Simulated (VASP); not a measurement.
## Mo: relaxation of shape and atoms at fixed volume with r2SCAN

The system is Mo.

```
Mo
1.0
     2.73600    0.00000    0.00000
    -1.36800    2.36944    0.00000
     0.00000    0.00000    4.92953
Mo
2
Cartesian
  0.0000 1.5796 3.6971
  1.3680 0.7898 1.2324
```

This isn't the form of Mo at room conditions, which is bcc.

| Quantity | Value |
| --- | --- |
| Program | VASP 6.6.1 |
| Task | relaxation of shape and atoms at fixed volume |
| Functional | r2SCAN |
| Potentials or basis | VASP PAW PBE potentials, release 64 (Mo_sv) |
| Cutoff | 600 eV |
| k mesh | 18 × 18 × 8 |
| Occupations | gaussian, width 0.05 eV |
| Spin | no spin polarisation |
| Dipole correction | no |
| Further INCAR settings | ALGO = Normal; EDIFF = 1e-07; IBRION = 2; EDIFFG = -0.01; NSW = 60; ISIF = 4 |

The pressure after relaxing is 0.9 GPa. The band gap on the k mesh is zero (bands 14 and 15 overlap by 2.07 eV).

Stress tensor (GPa, compression positive):
```
0.90 0.00 0.00
0.00 0.90 0.00
0.00 0.00 0.99
```

Final structure:
```
CELL_PARAMETERS angstrom
2.73600 0.00000 0.00000
-1.36800 2.36944 0.00000
0.00000 0.00000 4.92953
ATOMIC_POSITIONS crystal
Mo 0.33333 0.66667 0.75000
Mo 0.66667 0.33333 0.25000
```

Levels at points of the mesh, in eV from the Fermi level:
```
           k point  band 12  band 13  band 14  band 15  band 16  band 17
(0.00, 0.00, 0.00)    -0.71    -0.71    -0.22    -0.22     0.30     1.69
(0.50, 0.00, 0.00)    -1.36    -0.49    -0.32    -0.27     3.82     4.73
(0.00, 0.00, 0.50)    -2.23    -0.66    -0.66    -0.66    -0.66     2.92
(0.50, 0.00, 0.50)    -3.61     1.39     1.39     1.75     1.75     4.75
```

Wall time 14 min on 1 thread of Intel Xeon 8259CL, on a shared host, peak memory 0.25 GiB.

Caveat: the PAW data sets were made with another functional, which shifts forces and pressure a little.
